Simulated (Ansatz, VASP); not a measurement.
Nb2H in VASP and in Ansatz

INCAR

```
PREC = Accurate ; ENCUT = 520
EDIFF = 1E-6 ; ISMEAR = 0
SIGMA = 0.1 ; LREAL = False
LASPH = True ; NELM = 150
ALGO = Normal ; ISIF = 2
LWAVE = False ; LCHARG = False
ISPIN = 2 ; MAGMOM = 1 1 1 1 0 0
LORBIT = 11 ; LMAXMIX = 4
GGA = PE ; NBANDS = 40
```

File KPOINTS:

```
regular mesh
0
Gamma
  4 4 4
```

Contents of POSCAR:

```
Nb2H
1.0
    4.3442379344      0.0000000000      0.0000000000
    0.0000000000      4.3442379344      0.0000000000
    0.0000000000      0.0000000000      4.3442379344
Nb H
4 2
Direct
    0.2500000000      0.2500000000      0.2500000000
    0.7500000000      0.7500000000      0.2500000000
    0.7500000000      0.2500000000      0.7500000000
    0.2500000000      0.7500000000      0.7500000000
    0.5000000000      0.5000000000      0.5000000000
    0.0000000000      0.0000000000      0.0000000000
```

Input for Ansatz:

```yaml
crystal:
  lattice:
    - [4.3442379344, 0.0, 0.0]
    - [0.0, 4.3442379344, 0.0]
    - [0.0, 0.0, 4.3442379344]
  atoms:
    - { symbol: Nb, position: [0.25, 0.25, 0.25], spin: 1.0 }
    - { symbol: Nb, position: [0.75, 0.75, 0.25], spin: 1.0 }
    - { symbol: Nb, position: [0.75, 0.25, 0.75], spin: 1.0 }
    - { symbol: Nb, position: [0.25, 0.75, 0.75], spin: 1.0 }
    - { symbol: H, position: [0.5, 0.5, 0.5] }
    - { symbol: H, position: [0.0, 0.0, 0.0] }
basis:
  ecutwfc: 420
kpoints:
  mp_grid: { grid: [4, 4, 4] }
hamiltonian:
  xc: pbe
scf:
  occupations: { method: gaussian, width: 0.1 }
  lower_state_search: "off"
output:
  forces: true
  stress: true
  eigenvalues: true
  populations: true
magnetization:
  spin_polarized: true
```

Alike in both runs: task single point; functional PBE; k mesh 4 × 4 × 4; occupations gaussian, width 0.1 eV; collinear spin.

```csv
,VASP,Ansatz
version,VASP 6.6.1,Ansatz 0.2.0
potentials or method,"VASP PAW PBE potentials, release 64 (Nb_sv, H), cutoff 520 eV","scalar-relativistic, plane waves, PAW"
valence electrons in the cell,54,54
```

```csv
,VASP,Ansatz,Ansatz less VASP
gap on the k mesh at the Fermi level (eV),none,none,-
pressure (GPa),0.0,0.3,+0.36
net moment per atom (μB),0.00,0.00,0.000
```

A gap of «none» marks a metal or a gap that the smearing closes. Ansatz's warnings: seeded moment not kept.

The k mesh is coarse, so the values compare programs but aren't converged.
